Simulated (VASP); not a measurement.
# Ir (P6_3/mmc) in VASP: notebook, part 2 of 2

VASP 6.6.1.

## (3) Single point, r2SCAN (15.38 Å³/atom)

This run uses another cell than the first one, of 15.38 Å³/atom.

Contents of POSCAR:

```
Ir
1.0
    2.7906299384      0.0000000000      0.0000000000
   -1.3953149692      2.4167564192      0.0000000000
    0.0000000000      0.0000000000      9.1216499462
Ir
4
Direct
    0.0000000000      0.0000000000      1.0000000000
    0.0000000000      0.0000000000      0.5000000000
    0.3333333333      0.6666666667      0.2500000000
    0.6666666667      0.3333333333      0.7500000000
```

Contents of INCAR.step1:

```
  PREC = Accurate
  ENCUT = 520
  ISMEAR = -1
  SIGMA = 0.1
  LREAL = False
  LASPH = True
  NELM = 100
  NBANDS = 26
  GGA = PE
  ALGO = Normal
  EDIFF = 1E-4
  LWAVE = True
  LCHARG = False
```

Contents of INCAR.step2:

```
  PREC = Accurate
  ENCUT = 520
  EDIFF = 1E-6
  ISMEAR = -1
  SIGMA = 0.1
  LREAL = False
  LASPH = True
  NELM = 100
  ALGO = Normal
  ISIF = 2
  LWAVE = False
  LCHARG = False
  METAGGA = R2SCAN
  LMIXTAU = True
  NBANDS = 26
  ISTART = 1
```

Contents of KPOINTS:

```
regular mesh
0
Gamma
  15 15 4
```

Potentials or basis: VASP PAW PBE potentials, release 64 (Ir).

Run with:

```bash
$ cat potpaw_PBE.64/Ir/POTCAR > POTCAR
$ cp INCAR.step1 INCAR
$ mpirun -np 1 vasp_std > vasp.out
$ cp INCAR.step2 INCAR
$ mpirun -np 1 vasp_std > vasp.out
```

OUTCAR:

```text
PREC = Accurate
   ENCUT = 520
   EDIFF = 1E-6
   ISMEAR = -1
   LREAL = False
   LASPH = True
   NELM = 100
   ISIF = 2
   METAGGA = R2SCAN
   ISTART = 1

 ion  position               nearest neighbor table
   1  0.000  0.000  0.000-   3 2.79   4 2.79   3 2.79   4 2.79   4 2.79   3 2.79
   2  0.000  0.000  0.500-   3 2.79   4 2.79   3 2.79   4 2.79   4 2.79   3 2.79
   3  0.333  0.667  0.250-   1 2.79   2 2.79   1 2.79   2 2.79   1 2.79   2 2.79
   4  0.667  0.333  0.750-   1 2.79   2 2.79   1 2.79   2 2.79   1 2.79   2 2.79

  LATTYP: Found a hexagonal cell.
 ALAT       =     2.7906299384
 C/A-ratio  =     3.2686705681

  Lattice vectors:

 A1 = (   2.7906299384,   0.0000000000,   0.0000000000)
 A2 = (  -1.3953149692,   2.4167564192,   0.0000000000)
 A3 = (   0.0000000000,   0.0000000000,   9.1216499462)

Analysis of symmetry for initial positions (statically):
=====================================================================
 Subroutine PRICEL returns:
 Original cell was already a primitive cell.

 Routine SETGRP: Setting up the symmetry group for a
 hexagonal supercell.

 Subroutine GETGRP returns: Found 24 space group operations
 (whereof 12 operations were pure point group operations)
 out of a pool of 24 trial point group operations.

The static configuration has the point symmetry D_3d.
 The point group associated with its full space group is D_6h.

Analysis of symmetry for dynamics (positions and initial velocities):
=====================================================================
 Subroutine PRICEL returns:
 Original cell was already a primitive cell.

 Routine SETGRP: Setting up the symmetry group for a
 hexagonal supercell.

 Subroutine GETGRP returns: Found 24 space group operations
 (whereof 12 operations were pure point group operations)
 out of a pool of 24 trial point group operations.

The dynamic configuration has the point symmetry D_3d.
 The point group associated with its full space group is D_6h.

 Subroutine INISYM returns: Found 24 space group operations
 (whereof 12 operations are pure point group operations),
 and found     1 'primitive' translations

----------------------------------------------------------------------------------------

                                     Primitive cell

  volume of cell :      61.5189

  direct lattice vectors                    reciprocal lattice vectors
     2.790629938  0.000000000  0.000000000     0.358342031  0.206888868  0.000000000
    -1.395314969  2.416756419  0.000000000     0.000000000  0.413777736  0.000000000
     0.000000000  0.000000000  9.121649946     0.000000000  0.000000000  0.109629289

  length of vectors
     2.790629938  2.790629938  9.121649946     0.413777736  0.413777736  0.109629289

  position of ions in fractional coordinates (direct lattice)
     0.000000000  0.000000000  0.000000000
     0.000000000  0.000000000  0.500000000
     0.333333333  0.666666667  0.250000000
     0.666666667  0.333333333  0.750000000

  ion indices of the primitive-cell ions
   primitive index   ion index
                 1           1
                 2           2
                 3           3
                 4           4

----------------------------------------------------------------------------------------

[... 23 lines left out ...]

 Following reciprocal coordinates:
            Coordinates               Weight
  0.000000  0.000000  0.000000      1.000000
  0.066667  0.000000  0.000000      6.000000
  0.133333  0.000000  0.000000      6.000000
  0.200000 -0.000000  0.000000      6.000000
  0.266667  0.000000  0.000000      6.000000
  0.333333  0.000000  0.000000      6.000000
[... 16 lines left out ...]
  0.333333  0.200000  0.000000     12.000000
  0.400000  0.200000  0.000000      6.000000
 [... further k-points ...]
   k-points           NKPTS =     81   k-points in BZ     NKDIM =     81   number of bands    NBANDS=     26
   number of dos      NEDOS =    301   number of ions     NIONS =      4
   total plane-waves  NPLWV =  40320
   dimension x,y,z NGX =    24 NGY =   24 NGZ =   70
   dimension x,y,z NGXF=    48 NGYF=   48 NGZF=  140
   ions per type =               4
   NGX,Y,Z   is equivalent  to a cutoff of  14.30, 14.30, 12.76 a.u.
   NGXF,Y,Z  is equivalent  to a cutoff of  28.59, 28.59, 25.52 a.u.
 SYSTEM =  unknown system
   PREC   = accura    normal or accurate (medium, high low for compatibility)
   ISTART =      1    job   : 0-new  1-cont  2-samecut
   ICHARG =      0    charge: 1-file 2-atom 10-const
   ISPIN  =      1    spin polarized calculation?
   LNONCOLLINEAR =      F non collinear calculations
   LSORBIT =      F    spin-orbit coupling
   LASPH  =      T    aspherical Exc in radial PAW
   ENCUT  =  520.0 eV  38.22 Ry    6.18 a.u.   5.19  5.19 16.96*2*pi/ulx,y,z
   NELM   =    100;   NELMIN=  2; NELMDL=  0     # of ELM steps
   EDIFF  = 0.1E-05   stopping-criterion for ELM
   LREAL  =      F    real-space projection
   EDIFFG = 0.1E-04   stopping-criterion for IOM
   NSW    =      0    number of steps for IOM
   IBRION =     -1    ionic relax: 0-MD 1-quasi-New 2-CG
   NFREE  =      0    steps in history (QN), initial steepest desc. (CG)
   ISIF   =      2    stress and relaxation
   ISYM   =      2    0-nonsym 1-usesym 2-fastsym
   POTIM  = 0.5000    time-step for ionic-motion
   TEBEG  =    0.0;   TEEND  =   0.0 temperature during run
   PSTRESS=    0.0 pullay stress
   NELECT =      36.0000    total number of electrons
   NUPDOWN=      -1.0000    fix difference up-down
   EMIN   =  10.00;   EMAX   =-10.00  energy-range for DOS
   EFERMI =   0.00;   METHOD = LEGACY
   ISMEAR =    -1;   SIGMA  =   0.10  broadening in eV -4-tet -1-fermi 0-gaus
   EFERMI_NEDOS =   21; number of points for ismear=-14 and -15
   IALGO  =     38    algorithm
   IMIX   =      4    mixing-type and parameters
     AMIX     =   0.40;   BMIX     =  1.00
     AMIX_MAG =   1.60;   BMIX_MAG =  1.00
  volume/ion in A,a.u.               =      15.38       103.79
  Fermi-wavevector in a.u.,A,eV,Ry     =   1.369324  2.587647 25.511572  1.875048
  Thomas-Fermi vector in A             =   2.495209
   LORBIT       =      0    0 simple, 1 ext, 2 COOP (PROOUT), +10 PAW based schemes
   METAGGA = R2SCAN    functional components
   LHFCALC =     F    Hartree Fock is set to
   AEXX    =    0.0000 exact exchange contribution
   IVDW    =     0    specifies the selected vdW correction
   LEPSILON=     F    determine dielectric tensor
   LRPA    =     F    only Hartree local field effects (RPA)
 non-spin polarized calculation
  energy-cutoff  :      520.00
  volume of cell :       61.52
 maximum number of plane-waves:      1678
 NGX is ok and might be reduce to    24
   NGX = 11   NGY = 11   NGZ = 33

 number of electron      36.0000001 magnetization

 Free energy of the ion-electron system (eV)
  ---------------------------------------------------
  ext. energy  EPLUGINS =         0.00000000
  ---------------------------------------------------
  free energy    TOTEN  =      -209.06781729 eV

  energy without entropy =     -208.92852619  energy(sigma->0) =     -208.99817174

 E-fermi :   8.7959     XC(G=0): -14.7562

 val. band max:        8.7821164111   @ k =   0.2667   0.2667   0.5000
 cond. band min:       8.7977253973   @ k =   0.1333   0.1333   0.0000
 fundamental gap:      0.0156089863
 Fermi energy:         8.7959163246

 k-point     1 :       0.0000    0.0000    0.0000
  band No.  band energies     occupation
      1      -1.8426      2.00000
      2       0.3014      2.00000
      3       0.3302      2.00000
      4       1.2398      2.00000
      5       4.7833      2.00000
      6       4.8188      2.00000
[... 685 lines left out ...]
     25      15.8569      0.00000
     26      16.1278      0.00000

 [... further k-points ...]

------------------------ aborting loop because EDIFF is reached ----------------------------------------

  FORCE on cell =-STRESS in cart. coord.  units (eV):
  Direction    XX          YY          ZZ          XY          YZ          ZX
  --------------------------------------------------------------------------------------
  -------------------------------------------------------------------------------------
  Total       -8.4624974     -8.4624974     -8.5270122     -0.0000000      0.0000000      0.0000000
  in kB     -220.3944230   -220.3944230   -222.0746240     -0.0000000      0.0000000      0.0000000
  external PRESSURE =    -220.9544900 kB  Pullay stress =       0.0000000 kB

 VOLUME and BASIS-vectors are now :
 -----------------------------------------------------------------------------
  energy-cutoff  :      520.00
  volume of cell :       61.52
      direct lattice vectors                 reciprocal lattice vectors
     2.790629938  0.000000000  0.000000000     0.358342031  0.206888868  0.000000000
    -1.395314969  2.416756419  0.000000000     0.000000000  0.413777736  0.000000000
     0.000000000  0.000000000  9.121649946     0.000000000  0.000000000  0.109629289

 POSITION                                       TOTAL-FORCE (eV/Angst)
 -----------------------------------------------------------------------------------
      0.00000      0.00000      0.00000        -0.000000      0.000000     -0.000000
      0.00000      0.00000      4.56082        -0.000000      0.000000     -0.000000
     -0.00000      1.61117      2.28041         0.000000     -0.000000      0.000000
      1.39531      0.80559      6.84124        -0.000000      0.000000     -0.000000
 -----------------------------------------------------------------------------------
    total drift:                               -0.000000      0.000000      0.000000

  FREE ENERGIE OF THE ION-ELECTRON SYSTEM (eV)
  ---------------------------------------------------
  free  energy   TOTEN  =      -209.0678172853 eV

  energy  without entropy=     -208.9285261892  energy(sigma->0) =     -208.99817174
```

Wall time 11 min (1 thread of Intel Xeon 8259CL, shared host); peak memory 0.26 GiB.

What came out:

```yaml
Free_energy: -209.0678 eV
Pressure: -22.1 GPa
Band_gap_on_the_k_mesh: zero (bands 18 and 19 overlap by 2.30 eV)
```

Levels at points of the mesh, in eV from the Fermi level:
| k point | band 16 | band 17 | band 18 | band 19 | band 20 | band 21 |
| --- | --- | --- | --- | --- | --- | --- |
| (0.00, 0.00, 0.00) | -1.67 | -1.67 | -0.96 | -0.96 | -0.50 | -0.35 |
| (0.00, 0.00, 0.50) | -2.42 | -1.30 | -1.30 | -1.30 | -1.30 | 0.18 |

Caveat: the cell stands under tension; the PAW data sets were made with another functional, which shifts forces and pressure a little; spin-orbit coupling is left out, which moves the levels of the heavy elements.

## (4) Single point, r2SCAN (15.95 Å³/atom)

This run uses another cell than the first one, of 15.95 Å³/atom.

Contents of POSCAR:

```
Ir
1.0
    2.8246653652      0.0000000000      0.0000000000
   -1.4123326826      2.4462319634      0.0000000000
    0.0000000000      0.0000000000      9.2329005439
Ir
4
Direct
    0.0000000000      0.0000000000      1.0000000000
    0.0000000000      0.0000000000      0.5000000000
    0.3333333333      0.6666666667      0.2500000000
    0.6666666667      0.3333333333      0.7500000000
```

Contents of INCAR.step1:

```
PREC = Accurate
ENCUT = 520
ISMEAR = -1
SIGMA = 0.1
LREAL = F
LASPH = T
NELM = 60
NBANDS = 26
GGA = PE
ALGO = Normal
EDIFF = 1E-4
LWAVE = T
LCHARG = F
```

Contents of INCAR.step2:

```
PREC = Accurate
ENCUT = 520
EDIFF = 1E-6
ISMEAR = -1
SIGMA = 0.1
LREAL = F
LASPH = T
NELM = 60
ALGO = Normal
ISIF = 2
LWAVE = F
LCHARG = T
METAGGA = R2SCAN
LMIXTAU = T
LELF = T
LVHAR = T
NBANDS = 26
ISTART = 1
```

Contents of KPOINTS:

```
Automatic mesh
0
Gamma
  15 15 4
```

Run with:

```bash
$ cat potpaw_PBE.64/Ir/POTCAR > POTCAR
$ cp INCAR.step1 INCAR
$ mpirun -np 1 vasp_std > vasp.out
$ cp INCAR.step2 INCAR
$ mpirun -np 1 vasp_std > vasp.out
```

Wall time 14 min (1 thread of Intel Xeon 8259CL, shared host); peak memory 0.27 GiB.

It converged, with:

```
Free energy            : -208.6925 eV
Pressure               : -30.4 GPa
Band gap on the k mesh : zero (bands 18 and 19 overlap by 2.16 eV)
```

Stress tensor (GPa, compression positive):
```
-30.33   0.00   0.00
  0.00 -30.33   0.00
  0.00   0.00 -30.50
```

Levels at points of the mesh, in eV from the Fermi level:
```csv
k point,band 14,band 15,band 16,band 17,band 18,band 19,band 20,band 21,band 22,band 23
"(0.00, 0.00, 0.00)",-2.83,-2.83,-1.58,-1.58,-0.90,-0.90,-0.38,-0.33,-0.33,0.57
"(0.00, 0.00, 0.50)",-3.08,-2.27,-2.27,-1.23,-1.23,-1.23,-1.23,0.17,0.17,0.17
```

Caveat: the cell stands under tension; the PAW data sets were made with another functional, which shifts forces and pressure a little; spin-orbit coupling is left out, which moves the levels of the heavy elements.

## (5) Single point, r2SCAN

This run uses another cell than the first one, of 14.24 Å³/atom.

Contents of POSCAR:

```
Ir
1.0
    2.7199504802      0.0000000000      0.0000000000
   -1.3599752401      2.3555462129      0.0000000000
    0.0000000000      0.0000000000      8.8906220815
Ir
4
Direct
    0.0000000000      0.0000000000      1.0000000000
    0.0000000000      0.0000000000      0.5000000000
    0.3333333333      0.6666666667      0.2500000000
    0.6666666667      0.3333333333      0.7500000000
```

Contents of INCAR.step1:

```
  ALGO = Normal
  EDIFF = 1E-4
  ENCUT = 520
  GGA = PE
  ISMEAR = -1
  LASPH = True
  LCHARG = False
  LREAL = False
  LWAVE = True
  NBANDS = 26
  NELM = 80
  PREC = Accurate
  SIGMA = 0.1
```

Contents of INCAR.step2:

```
  ALGO = Normal
  EDIFF = 1E-6
  ENCUT = 520
  ISIF = 2
  ISMEAR = -1
  ISTART = 1
  LASPH = True
  LCHARG = False
  LMIXTAU = True
  LREAL = False
  LWAVE = False
  METAGGA = R2SCAN
  NBANDS = 26
  NELM = 80
  PREC = Accurate
  SIGMA = 0.1
```

Contents of KPOINTS:

```
k-points
0
Gamma
  17 17 5
```

Run with:

```bash
$ cat potpaw_PBE.64/Ir/POTCAR > POTCAR
$ cp INCAR.step1 INCAR
$ mpirun -np 1 vasp_std > vasp.out
$ cp INCAR.step2 INCAR
$ mpirun -np 1 vasp_std > vasp.out
```

It took 11 min on 1 thread of Intel Xeon 8259CL, shared host; peak memory 0.25 GiB.

It converged, with:

| Item | Value |
| --- | --- |
| Free energy | -209.3639 eV |
| Pressure | 2.4 GPa |
| Band gap on the k mesh | zero (bands 18 and 19 overlap by 2.48 eV) |

Stress tensor (GPa, compression positive):
```
2.59 0.00 0.00
0.00 2.59 0.00
0.00 0.00 2.05
```

Levels at points of the mesh, in eV from the Fermi level:
```csv
k point,band 15,band 16,band 17,band 18,band 19,band 20,band 21,band 22
"(0.00, 0.00, 0.00)",-3.40,-1.89,-1.89,-1.08,-1.08,-0.73,-0.38,-0.38
```

Caveat: the PAW data sets were made with another functional, which shifts forces and pressure a little; spin-orbit coupling is left out, which moves the levels of the heavy elements.

## (6) The runs side by side

| spin | cell | k mesh | smearing | gap on the mesh (eV) | pressure (GPa) |
| --- | --- | --- | --- | --- | --- |
| collinear | a = 2.605, b = 2.605, c = 8.522 Å, angles 90.0, 90.0, 120.0°, 4 atoms | 17 × 17 × 5 | fermi-dirac 0.05 eV | none | 71.0 |
| off | a = 2.791, b = 2.791, c = 9.122 Å, angles 90.0, 90.0, 120.0°, 4 atoms | 15 × 15 × 4 | fermi-dirac 0.1 eV | none | -22.1 |
| off | a = 2.825, b = 2.825, c = 9.233 Å, angles 90.0, 90.0, 120.0°, 4 atoms | 15 × 15 × 4 | fermi-dirac 0.1 eV | none | -30.4 |
| off | a = 2.720, b = 2.720, c = 8.891 Å, angles 90.0, 90.0, 120.0°, 4 atoms | 17 × 17 × 5 | fermi-dirac 0.1 eV | none | 2.4 |

Alike in all rows: task single point; level r2SCAN; potentials or basis VASP PAW PBE potentials, release 64 (Ir); cutoff (eV) 520.

Caveats: the PAW data sets were made with another functional, which shifts forces and pressure a little; spin-orbit coupling is left out, which moves the levels of the heavy elements; the cell stands under tension (at least some runs); the cell stands under pressure (at least some runs).

Absolute energies hang on the potentials; compare differences alone.
